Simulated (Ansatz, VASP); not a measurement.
# Two plane-wave programs on Au

The input INCAR:

```
PREC = Accurate ; ENCUT = 520
EDIFF = 1E-6 ; ISMEAR = 0
SIGMA = 0.1 ; LREAL = F
LASPH = T ; NELM = 80
ALGO = Normal ; ISIF = 2
LWAVE = F ; LCHARG = F
GGA = PS ; NBANDS = 12
```

Contents of KPOINTS:

```
regular mesh
0
Gamma
  18 18 18
```

File POSCAR:

```
Au
1.0
    0.0000000000      2.0819081525      2.0819081525
    2.0819081525      0.0000000000      2.0819081525
    2.0819081525      2.0819081525      0.0000000000
Au
1
Direct
    0.0000000000      0.0000000000      0.0000000000
```

Input for Ansatz:

```yaml
crystal:
  lattice:
    - [0.0, 2.0819081525, 2.0819081525]
    - [2.0819081525, 0.0, 2.0819081525]
    - [2.0819081525, 2.0819081525, 0.0]
  atoms:
    - { symbol: Au, position: [0.0, 0.0, 0.0] }
basis:
  ecutwfc: 420
kpoints:
  mp_grid: { grid: [18, 18, 18] }
hamiltonian:
  xc: pbesol
scf:
  occupations: { method: gaussian, width: 0.1 }
output:
  forces: true
  stress: true
  eigenvalues: true
```

Alike in both runs: task single point; functional PBEsol; k mesh 18 × 18 × 18; occupations gaussian, width 0.1 eV; no spin polarisation.

|  | VASP | Ansatz |
| --- | --- | --- |
| version | VASP 6.6.1 | Ansatz 0.2.0 |
| potentials or method | VASP PAW PBE potentials, release 64 (Au), cutoff 520 eV | scalar-relativistic, plane waves, PAW |
| valence electrons in the cell | 11 | 19 |

Ansatz gave:

```
gap on the k mesh at the Fermi level (eV) : none
pressure (GPa)                            : -8.6
```

Q: What did VASP give for the same quantities?

A: gap on the k mesh at the Fermi level (eV): none; pressure (GPa): -8.9.

VASP's potentials were made for PBE, not for PBEsol. A gap of «none» marks a metal or a gap that the smearing closes. With one functional, cell and mesh, what is left measures potentials, basis and numerics. VASP's potentials hold 11 valence electrons a cell and Ansatz's 19, so a difference there can come from the potentials and not from the codes.

Neither program's run includes spin-orbit coupling.
